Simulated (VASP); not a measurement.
Crystal: ScAs2.

```xyz
3
Lattice="-2.5916 2.5916 2.7735 2.5916 -2.5916 2.7735 2.5916 2.5916 -2.7735" Properties=species:S:1:pos:R:3 pbc="T T T"
Sc    0.0000    0.0000    0.0000
As    2.5916    0.0000    0.0836
As    2.5916    0.0000    2.6899
```

```yaml
Program: VASP 6.6.1
Task: relaxation of cell and atoms
Functional: PBE
Potentials_or_basis: VASP PAW PBE potentials, release 64 (Sc_sv, As)
Cutoff: 600 eV
k_mesh: 6 × 6 × 6
Occupations: gaussian, width 0.1 eV
Spin: no spin polarisation
```

At the start: pressure 1.7 GPa; volume 24.84 Å³/atom.

Problem. How do energy, volume and symmetry change on relaxing?

Solution. Over 8 steps the energy falls by 38.5 meV/atom and the volume is 24.97 Å³/atom (+0.6 %); space group I-4m2 (No. 119, to 0.05 Å).

The path:
```tsv
step	energy change (eV)	largest force (eV/Å)	pressure (GPa)	volume (Å³)
1	0.0000	0.2947	1.68	74.51
2	-0.0987	0.0795	-1.64	77.18
3	-0.1099	0.0347	-1.07	76.54
4	-0.1099	0.0412	-1.01	76.50
5	-0.1145	0.0969	0.25	74.92
6	-0.1148	0.0664	-0.02	75.24
7	-0.1152	0.0494	0.00	75.16
8	-0.1156	0.0054	0.08	74.92
```

Final structure:
```
Sc As
1.0
    -2.65467    2.65467    2.65779
     2.65467   -2.65467    2.65779
     2.65467    2.65467   -2.65779
Sc As
1 2
Direct
  0.00000 0.00000 0.00000
  0.01519 0.51519 0.50000
  0.48481 0.98481 0.50000
```
